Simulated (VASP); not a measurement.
# GaCu (Fm-3m) in VASP: further runs

Runs on GaCu. Level: PBE. Tasks: single point.

Program: VASP 6.6.1. These are calculated values, not measurements. Logs are shortened: lines on timing, memory, paths and dates and some standing lists are left out, and cuts for length are marked.

### Step 1. The cell of the first run

Symmetry: Fm-3m, No. 225, cubic system. Conventional cell: a = 4.997 Å, b = 4.997 Å, c = 4.997 Å, α = 90.00°, β = 90.00°, γ = 90.00°. Within 3.3 Å of Ga (site symmetry m-3m) lie 6 Cu at 2.50 Å. Cu (site symmetry m-3m) has 6 Ga at 2.50 Å within 3.3 Å.

The cell was generated, and may not be a known phase.

### Step 2. Single point, PBE

Input file INCAR:

```
  ALGO = Normal
  EDIFF = 1E-6
  ENCUT = 520
  GGA = PE
  ISIF = 2
  ISMEAR = 0
  LASPH = True
  LCHARG = False
  LREAL = False
  LWAVE = False
  NBANDS = 19
  NELM = 60
  PREC = Accurate
  SIGMA = 0.1
```

Input file KPOINTS:

```
k-points
0
Gamma
  6 6 6
```

Input file POSCAR:

```
GaCu
1.0
    0.0000000000      2.4986080800      2.4986080800
    2.4986080800      0.0000000000      2.4986080800
    2.4986080800      2.4986080800      0.0000000000
Ga Cu
1 1
Direct
    0.5000000000      0.5000000000      0.5000000000
    0.0000000000      0.0000000000      0.0000000000
```

Potentials or basis: VASP PAW PBE potentials, release 64 (Ga_d, Cu).

Started as:

```console
$ cat potpaw_PBE.64/Ga_d/POTCAR potpaw_PBE.64/Cu/POTCAR > POTCAR
$ mpirun -np 1 vasp_std > vasp.out
```

OUTCAR:

```text
EDIFF = 1E-6
   ENCUT = 520
   GGA = PE
   ISIF = 2
   ISMEAR = 0
   LASPH = True
   LREAL = False
   NELM = 60
   PREC = Accurate

 ion  position               nearest neighbor table
   1  0.500  0.500  0.500-   2 2.50   2 2.50   2 2.50   2 2.50   2 2.50   2 2.50
   2  0.000  0.000  0.000-   1 2.50   1 2.50   1 2.50   1 2.50   1 2.50   1 2.50

  LATTYP: Found a face centered cubic cell.
 ALAT       =     4.9972161600

  Lattice vectors:

 A1 = (   0.0000000000,   2.4986080800,   2.4986080800)
 A2 = (   2.4986080800,   0.0000000000,   2.4986080800)
 A3 = (   2.4986080800,   2.4986080800,   0.0000000000)

Analysis of symmetry for initial positions (statically):
=====================================================================
 Subroutine PRICEL returns:
 Original cell was already a primitive cell.

 Routine SETGRP: Setting up the symmetry group for a
 face centered cubic supercell.

 Subroutine GETGRP returns: Found 48 space group operations
 (whereof 48 operations were pure point group operations)
 out of a pool of 48 trial point group operations.

The static configuration has the point symmetry O_h .

Analysis of symmetry for dynamics (positions and initial velocities):
=====================================================================
 Subroutine PRICEL returns:
 Original cell was already a primitive cell.

 Routine SETGRP: Setting up the symmetry group for a
 face centered cubic supercell.

 Subroutine GETGRP returns: Found 48 space group operations
 (whereof 48 operations were pure point group operations)
 out of a pool of 48 trial point group operations.

The dynamic configuration has the point symmetry O_h .

 Subroutine INISYM returns: Found 48 space group operations
 (whereof 48 operations are pure point group operations),
 and found     1 'primitive' translations

----------------------------------------------------------------------------------------

                                     Primitive cell

  volume of cell :      31.1978

  direct lattice vectors                    reciprocal lattice vectors
     0.000000000  2.498608080  2.498608080    -0.200111416  0.200111416  0.200111416
     2.498608080  0.000000000  2.498608080     0.200111416 -0.200111416  0.200111416
     2.498608080  2.498608080  0.000000000     0.200111416  0.200111416 -0.200111416

  length of vectors
     3.533565434  3.533565434  3.533565434     0.346603139  0.346603139  0.346603139

  position of ions in fractional coordinates (direct lattice)
     0.500000000  0.500000000  0.500000000
[... 68 lines left out ...]
   NELM   =     60;   NELMIN=  2; NELMDL= -5     # of ELM steps
   EDIFF  = 0.1E-05   stopping-criterion for ELM
   LREAL  =      F    real-space projection
   EDIFFG = 0.1E-04   stopping-criterion for IOM
   NSW    =      0    number of steps for IOM
   IBRION =     -1    ionic relax: 0-MD 1-quasi-New 2-CG
   NFREE  =      0    steps in history (QN), initial steepest desc. (CG)
   ISIF   =      2    stress and relaxation
   ISYM   =      2    0-nonsym 1-usesym 2-fastsym
   POTIM  = 0.5000    time-step for ionic-motion
   TEBEG  =    0.0;   TEEND  =   0.0 temperature during run
   PSTRESS=    0.0 pullay stress
   NELECT =      24.0000    total number of electrons
   NUPDOWN=      -1.0000    fix difference up-down
   EMIN   =  10.00;   EMAX   =-10.00  energy-range for DOS
   EFERMI =   0.00;   METHOD = LEGACY
   ISMEAR =     0;   SIGMA  =   0.10  broadening in eV -4-tet -1-fermi 0-gaus
   EFERMI_NEDOS =   21; number of points for ismear=-14 and -15
   IALGO  =     38    algorithm
   IMIX   =      4    mixing-type and parameters
     AMIX     =   0.40;   BMIX     =  1.00
     AMIX_MAG =   1.60;   BMIX_MAG =  1.00
  volume/ion in A,a.u.               =      15.60       105.27
  Fermi-wavevector in a.u.,A,eV,Ry     =   1.500043  2.834671 30.614873  2.250130
  Thomas-Fermi vector in A             =   2.611595
   LORBIT       =      0    0 simple, 1 ext, 2 COOP (PROOUT), +10 PAW based schemes
   GGA     = PE    functional components
   LHFCALC =     F    Hartree Fock is set to
   AEXX    =    0.0000 exact exchange contribution
   IVDW    =     0    specifies the selected vdW correction
   LEPSILON=     F    determine dielectric tensor
   LRPA    =     F    only Hartree local field effects (RPA)
 non-spin polarized calculation
 Gauss-broadening in eV      SIGMA  =   0.10
  energy-cutoff  :      520.00
  volume of cell :       31.20
 maximum number of plane-waves:       869
 NGX is ok and might be reduce to    28
   NGX = 13   NGY = 13   NGZ = 13

 number of electron      24.0000017 magnetization

 Free energy of the ion-electron system (eV)
  ---------------------------------------------------
  ext. energy  EPLUGINS =         0.00000000
  ---------------------------------------------------
  free energy    TOTEN  =        -6.20227634 eV

  energy without entropy =       -6.19899749  energy(sigma->0) =       -6.20063691

 E-fermi :   6.0439     XC(G=0): -11.5385

 val. band max:        5.9620640262   @ k =   0.5000   0.3333   0.0000
 cond. band min:       6.4156375385   @ k =   0.3333   0.1667   0.0000
 fundamental gap:      0.4535735123
 Fermi energy:         6.0438561792

 k-point     1 :       0.0000    0.0000    0.0000
  band No.  band energies     occupation
      1      -8.7036      2.00000
      2      -8.7036      2.00000
      3      -8.6665      2.00000
      4      -8.6665      2.00000
      5      -8.6665      2.00000
      6      -4.2748      2.00000
[... 329 lines left out ...]
      6       0.1509      2.00000
[... 11 lines left out ...]
     18      20.5491      0.00000
     19      25.3276      0.00000

------------------------ aborting loop because EDIFF is reached ----------------------------------------

  FORCE on cell =-STRESS in cart. coord.  units (eV):
  Direction    XX          YY          ZZ          XY          YZ          ZX
  --------------------------------------------------------------------------------------
  -------------------------------------------------------------------------------------
  Total        0.9838168      0.9838168      0.9838168      0.0000000      0.0000000      0.0000000
  in kB       50.5243098     50.5243098     50.5243098      0.0000000      0.0000000      0.0000000
  external PRESSURE =      50.5243098 kB  Pullay stress =       0.0000000 kB

 VOLUME and BASIS-vectors are now :
 -----------------------------------------------------------------------------
  energy-cutoff  :      520.00
  volume of cell :       31.20
      direct lattice vectors                 reciprocal lattice vectors
     0.000000000  2.498608080  2.498608080    -0.200111416  0.200111416  0.200111416
     2.498608080  0.000000000  2.498608080     0.200111416 -0.200111416  0.200111416
     2.498608080  2.498608080  0.000000000     0.200111416  0.200111416 -0.200111416

 POSITION                                       TOTAL-FORCE (eV/Angst)
 -----------------------------------------------------------------------------------
      2.49861      2.49861      2.49861         0.000000     -0.000000     -0.000000
      0.00000      0.00000      0.00000        -0.000000      0.000000      0.000000
 -----------------------------------------------------------------------------------
    total drift:                                0.000000      0.000000      0.000000

  FREE ENERGIE OF THE ION-ELECTRON SYSTEM (eV)
  ---------------------------------------------------
  free  energy   TOTEN  =        -6.2022763350 eV

  energy  without entropy=       -6.1989974882  energy(sigma->0) =       -6.20063691
```

OSZICAR:

```text
N       E                     dE             d eps       ncg     rms          rms(c)
DAV:   1     0.132712467809E+03    0.13271E+03   -0.11978E+04   656   0.233E+03
DAV:   2     0.258541230833E+01   -0.13013E+03   -0.12536E+03   611   0.356E+02
DAV:   3    -0.724805061558E+01   -0.98335E+01   -0.96925E+01   687   0.960E+01
DAV:   4    -0.739971125764E+01   -0.15166E+00   -0.15155E+00   717   0.122E+01
DAV:   5    -0.740341200728E+01   -0.37007E-02   -0.37004E-02   760   0.189E+00    0.993E+00
DAV:   6    -0.800706887538E+01   -0.60366E+00   -0.27974E+01   703   0.969E+01    0.808E+00
DAV:   7    -0.623133908678E+01    0.17757E+01   -0.47277E+00   689   0.513E+01    0.104E+00
DAV:   8    -0.622748265799E+01    0.38564E-02   -0.58598E-01   852   0.134E+01    0.134E+00
DAV:   9    -0.620230230367E+01    0.25180E-01   -0.13771E-01   737   0.699E+00    0.792E-02
DAV:  10    -0.620226536172E+01    0.36942E-04   -0.30076E-03   935   0.768E-01    0.253E-02
DAV:  11    -0.620228187566E+01   -0.16514E-04   -0.79195E-05   934   0.131E-01    0.199E-02
DAV:  12    -0.620227631966E+01    0.55560E-05   -0.21220E-05   747   0.882E-02    0.123E-03
DAV:  13    -0.620227633500E+01   -0.15338E-07   -0.43083E-07   394   0.560E-03
   1 F= -.62022763E+01 E0= -.62006369E+01  d E =-.327885E-02
```

Wall time 8.4 s (1 thread of Intel Xeon Platinum 8488C (Sapphire Rapids), shared host); peak memory 0.16 GiB.

Results:

- Free energy: -6.2023 eV
- Pressure: 5.1 GPa
- Band gap on the k mesh: zero (bands 12 and 13 overlap by 6.71 eV)

Caveat: the k points lie up to 0.36 Å⁻¹ apart, too coarse for converged energies and pressures of a metal.

### Step 3. Single point, PBE

This run uses another cell than the first one, of 16.45 Å³/atom.

Input file INCAR:

```
ALGO = Fast
EDIFF = 1E-7
ENCUT = 520
GGA = PE
ISIF = 2
ISMEAR = 0
LASPH = T
LCHARG = T
LELF = T
LREAL = F
LVHAR = T
LWAVE = F
NBANDS = 19
NELM = 100
PREC = Accurate
SIGMA = 0.1
```

KPOINTS is that of step 2.

Input file POSCAR:

```
GaCu
1.0
    0.0000000000      2.5434244549      2.5434244549
    2.5434244549      0.0000000000      2.5434244549
    2.5434244549      2.5434244549      0.0000000000
Ga Cu
1 1
Direct
    0.5000000000      0.5000000000      0.5000000000
    0.0000000000      0.0000000000      0.0000000000
```

Potentials or basis: VASP PAW PBE potentials, release 64 (Ga_d, Cu).

Started as:

```console
$ cat potpaw_PBE.64/Ga_d/POTCAR potpaw_PBE.64/Cu/POTCAR > POTCAR
$ mpirun -np 1 vasp_std > vasp.out
```

OUTCAR:

```text
EDIFF = 1E-7
   ENCUT = 520
   GGA = PE
   ISIF = 2
   ISMEAR = 0
   LASPH = T
   LREAL = F
   NELM = 100
   PREC = Accurate

 ion  position               nearest neighbor table
   1  0.500  0.500  0.500-   2 2.54   2 2.54   2 2.54   2 2.54   2 2.54   2 2.54
   2  0.000  0.000  0.000-   1 2.54   1 2.54   1 2.54   1 2.54   1 2.54   1 2.54

  LATTYP: Found a face centered cubic cell.
 ALAT       =     5.0868489098

  Lattice vectors:

 A1 = (   0.0000000000,   2.5434244549,   2.5434244549)
 A2 = (   2.5434244549,   0.0000000000,   2.5434244549)
 A3 = (   2.5434244549,   2.5434244549,   0.0000000000)

Analysis of symmetry for initial positions (statically):
=====================================================================
 Subroutine PRICEL returns:
 Original cell was already a primitive cell.

 Routine SETGRP: Setting up the symmetry group for a
 face centered cubic supercell.

 Subroutine GETGRP returns: Found 48 space group operations
 (whereof 48 operations were pure point group operations)
 out of a pool of 48 trial point group operations.

The static configuration has the point symmetry O_h .

Analysis of symmetry for dynamics (positions and initial velocities):
=====================================================================
 Subroutine PRICEL returns:
 Original cell was already a primitive cell.

 Routine SETGRP: Setting up the symmetry group for a
 face centered cubic supercell.

 Subroutine GETGRP returns: Found 48 space group operations
 (whereof 48 operations were pure point group operations)
 out of a pool of 48 trial point group operations.

The dynamic configuration has the point symmetry O_h .

 Subroutine INISYM returns: Found 48 space group operations
 (whereof 48 operations are pure point group operations),
 and found     1 'primitive' translations

[... 100 lines left out ...]
   ISMEAR =     0;   SIGMA  =   0.10  broadening in eV -4-tet -1-fermi 0-gaus
   EFERMI_NEDOS =   21; number of points for ismear=-14 and -15
   IALGO  =     68    algorithm
   IMIX   =      4    mixing-type and parameters
     AMIX     =   0.40;   BMIX     =  1.00
     AMIX_MAG =   1.60;   BMIX_MAG =  1.00
  volume/ion in A,a.u.               =      16.45       111.03
  Fermi-wavevector in a.u.,A,eV,Ry     =   1.473612  2.784722 29.545480  2.171532
  Thomas-Fermi vector in A             =   2.588484
   LORBIT       =      0    0 simple, 1 ext, 2 COOP (PROOUT), +10 PAW based schemes
   GGA     = PE    functional components
   LHFCALC =     F    Hartree Fock is set to
   AEXX    =    0.0000 exact exchange contribution
   IVDW    =     0    specifies the selected vdW correction
   LEPSILON=     F    determine dielectric tensor
   LRPA    =     F    only Hartree local field effects (RPA)
 non-spin polarized calculation
 RMM-DIIS sequential band-by-band and
 Gauss-broadening in eV      SIGMA  =   0.10
  energy-cutoff  :      520.00
  volume of cell :       32.91
 maximum number of plane-waves:       911
   NGX = 13   NGY = 13   NGZ = 13

 number of electron      23.9999986 magnetization

 Free energy of the ion-electron system (eV)
  ---------------------------------------------------
  ext. energy  EPLUGINS =         0.00000000
  ---------------------------------------------------
  free energy    TOTEN  =        -6.23100152 eV

  energy without entropy =       -6.22772910  energy(sigma->0) =       -6.22936531

 E-fermi :   5.4974     XC(G=0): -11.2600

 val. band max:        5.4156934677   @ k =   0.5000   0.3333   0.0000
 cond. band min:       5.8273034353   @ k =   0.3333   0.1667   0.0000
 fundamental gap:      0.4116099676
 Fermi energy:         5.4974350028

 k-point     1 :       0.0000    0.0000    0.0000
  band No.  band energies     occupation
      1      -9.1984      2.00000
      2      -9.1984      2.00000
      3      -9.1664      2.00000
      4      -9.1664      2.00000
      5      -9.1664      2.00000
      6      -4.4282      2.00000
[... 329 lines left out ...]
      6      -0.2007      2.00000
[... 11 lines left out ...]
     18      19.6407      0.00000
     19      24.0533      0.00000

------------------------ aborting loop because EDIFF is reached ----------------------------------------

  FORCE on cell =-STRESS in cart. coord.  units (eV):
  Direction    XX          YY          ZZ          XY          YZ          ZX
  --------------------------------------------------------------------------------------
  -------------------------------------------------------------------------------------
  Total        0.0749500      0.0749500      0.0749500      0.0000000      0.0000000      0.0000000
  in kB        3.6491813      3.6491813      3.6491813      0.0000000      0.0000000      0.0000000
  external PRESSURE =       3.6491813 kB  Pullay stress =       0.0000000 kB

 VOLUME and BASIS-vectors are now :
 -----------------------------------------------------------------------------
  energy-cutoff  :      520.00
  volume of cell :       32.91
      direct lattice vectors                 reciprocal lattice vectors
     0.000000000  2.543424455  2.543424455    -0.196585355  0.196585355  0.196585355
     2.543424455  0.000000000  2.543424455     0.196585355 -0.196585355  0.196585355
     2.543424455  2.543424455  0.000000000     0.196585355  0.196585355 -0.196585355

 POSITION                                       TOTAL-FORCE (eV/Angst)
 -----------------------------------------------------------------------------------
      2.54342      2.54342      2.54342        -0.000000     -0.000000     -0.000000
      0.00000      0.00000      0.00000         0.000000      0.000000      0.000000
 -----------------------------------------------------------------------------------
    total drift:                                0.000000      0.000000      0.000000

  FREE ENERGIE OF THE ION-ELECTRON SYSTEM (eV)
  ---------------------------------------------------
  free  energy   TOTEN  =        -6.2310015223 eV

  energy  without entropy=       -6.2277290985  energy(sigma->0) =       -6.22936531
```

stdout:

```text
POSCAR found type information on POSCAR GaCu
 POSCAR found :  2 types and       2 ions
 scaLAPACK will be used
 LDA part: xc-table for (Slater+PW92), standard interpolation
 POSCAR, INCAR and KPOINTS ok, starting setup
 FFT: planning ... GRIDC
 FFT: planning ... GRID_SOFT
 FFT: planning ... GRID
 WAVECAR not read
 entering main loop
```

Wall time 13 s (1 thread of Intel Xeon Platinum 8488C (Sapphire Rapids), shared host); peak memory 0.15 GiB.

Results:

| Property | Result |
| --- | --- |
| Free energy | -6.2310 eV |
| Pressure | 0.4 GPa |
| Band gap on the k mesh | zero (bands 12 and 13 overlap by 6.45 eV) |

The gap in the log of VASP goes by the Fermi energy; the results here count the filled bands.